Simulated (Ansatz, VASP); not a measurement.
**One calculation of Re, two programs**

```
Re
1.0
     2.73919    0.00000    0.00000
    -1.36959    2.37221    0.00000
     0.00000    0.00000    4.41187
Re
2
Direct
  0.33333 0.66667 0.25000
  0.66667 0.33333 0.75000
```

Alike in both runs: task single point; functional LDA; k mesh 13 × 13 × 7; occupations fermi-dirac, width 0.2 eV; no spin polarisation.

|  | VASP | Ansatz |
| --- | --- | --- |
| version | VASP 6.6.1 | Ansatz 0.2.0 |
| potentials or method | VASP PAW LDA potentials, release 64 (Re), cutoff 600 eV | plane waves (420 eV) with PAW, scalar-relativistic |
| valence electrons in the cell | 14 | 30 |

```csv
,VASP,Ansatz,Ansatz less VASP
pressure (GPa),2.3,0.6,-1.70
"traceless stress, the component that is largest in VASP (GPa)",-0.61,-0.50,+0.106
```

Ansatz warns that its potentials were made for another functional, while VASP's fit it. LDA's correlation is that of Perdew and Zunger in VASP and of Perdew and Wang (1992) in Ansatz. VASP's potentials hold 14 valence electrons a cell and Ansatz's 30, so a difference there can come from the potentials and not from the codes.

Neither program's run includes spin-orbit coupling.
